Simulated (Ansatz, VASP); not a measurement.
# Two plane-wave programs on Ti

```
Ti
1.0
     0.01269    2.03000    2.03000
     2.03000    0.01269    2.03000
     2.04269    2.04269    0.00000
Ti
1
Direct
  0.00000 0.00000 0.00000
```

Change from the starting cell: strain +0.0125 x Voigt [0, 0, 0, 0, 0, 1], atoms carried along.

Alike in both runs: task single point; functional PBEsol; k mesh 20 × 20 × 20; occupations gaussian, width 0.15 eV; no spin polarisation.

```csv
,VASP,Ansatz
version,VASP 6.6.1,Ansatz 0.2.0
potentials or method,"VASP PAW PBE potentials, release 64 (Ti_sv), cutoff 520 eV","scalar-relativistic, plane waves, PAW"
valence electrons in the cell,12,12
```

VASP gave:

| Property | Result |
| --- | --- |
| gap on the k mesh at the Fermi level (eV) | none |
| pressure (GPa) | -0.6 |
| traceless stress, the component that is largest in VASP (GPa) | -0.75 |

**Question.** Which values does Ansatz return?

**Answer.** gap on the k mesh at the Fermi level (eV): none; pressure (GPa): -0.3; traceless stress, the component that is largest in VASP (GPa): -0.75.

VASP's potentials were made for PBE, not for PBEsol. A gap of «none» marks a metal or a gap that the smearing closes. With one functional, cell and mesh, what is left measures potentials, basis and numerics.
